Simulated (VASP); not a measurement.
Crystal: Zr.

```
Zr
1.0
     3.23000    0.00000    0.00000
    -1.61500    2.79726    0.00000
     0.00000    0.00000    5.14539
Zr
2
Cartesian
  0.0000 1.8648 3.8590
  1.6150 0.9324 1.2863
```

| Property | Result |
| --- | --- |
| Program | VASP 6.6.1 |
| Task | relaxation of cell and atoms |
| Functional | PBEsol |
| Potentials or basis | VASP PAW PBE potentials, release 64 (Zr_sv) |
| Cutoff | 600 eV |
| k mesh | 12 × 12 × 8 |
| Occupations | gaussian, width 0.05 eV |
| Spin | no spin polarisation |

At the start: pressure -3.1 GPa; volume 23.24 Å³/atom.

Where does the relaxation end?

Over 3 steps the energy falls by 7.4 meV/atom and the volume is 22.49 Å³/atom (-3.2 %); space group P6_3/mmc (No. 194, to 0.05 Å).

The path:
| step | energy change (eV) | largest force (eV/Å) | pressure (GPa) | volume (Å³) |
| --- | --- | --- | --- | --- |
| 1 | 0.0000 | 0.0000 | -3.07 | 46.49 |
| 2 | -0.0002 | 0.0000 | 3.34 | 43.55 |
| 3 | -0.0148 | 0.0000 | -0.01 | 44.99 |

Final structure:
```
Zr
1.0
     3.19486    0.00000    0.00000
    -1.59743    2.76683    0.00000
     0.00000    0.00000    5.08950
Zr
2
Direct
  0.33333 0.66667 0.75000
  0.66667 0.33333 0.25000
```

Caveat: the PAW data sets were made with another functional, which shifts forces and pressure a little.
